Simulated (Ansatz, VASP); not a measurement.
## ScV2WS2: VASP beside Ansatz

```xyz
6
Lattice="4.1198 0.0000 0.0000 -2.0599 3.5679 0.0000 0.0000 0.0000 6.1268" Properties=species:S:1:pos:R:3 pbc="T T T"
Sc    0.0000    0.0000    3.0634
V     2.0599    1.1893    5.2056
V     0.0000    2.3786    0.9212
W     0.0000    0.0000    0.0000
S     2.0599    1.1893    1.5550
S     0.0000    2.3786    4.5718
```

Change from the starting cell: species swapped into the LiSmCu2P2 type (P-3m1, No. 164).

Alike in both runs: functional PBE; k mesh 12 × 12 × 6; occupations gaussian, width 0.1 eV; no spin polarisation.

Ansatz relaxed the structure, and its values are those at the end. VASP's run is a single point on that final structure, the one shown.

|  | VASP | Ansatz |
| --- | --- | --- |
| version | VASP 6.6.1 | Ansatz 0.2.0 |
| potentials or method | VASP PAW PBE potentials, release 64 (Sc_sv, V_sv, W_sv, S), cutoff 520 eV | scalar-relativistic, plane waves, PAW |
| valence electrons in the cell | 63 | 63 |

```csv
,VASP,Ansatz,Ansatz less VASP
gap on the k mesh at the Fermi level (eV),none,none,-
pressure (GPa),0.3,0.0,-0.34
rms of the force components (eV/Å),0.006,0.001,-0.0054
```

A gap of «none» marks a metal or a gap that the smearing closes. With one functional, cell and mesh, what is left measures potentials, basis and numerics.

Neither program's run includes spin-orbit coupling.
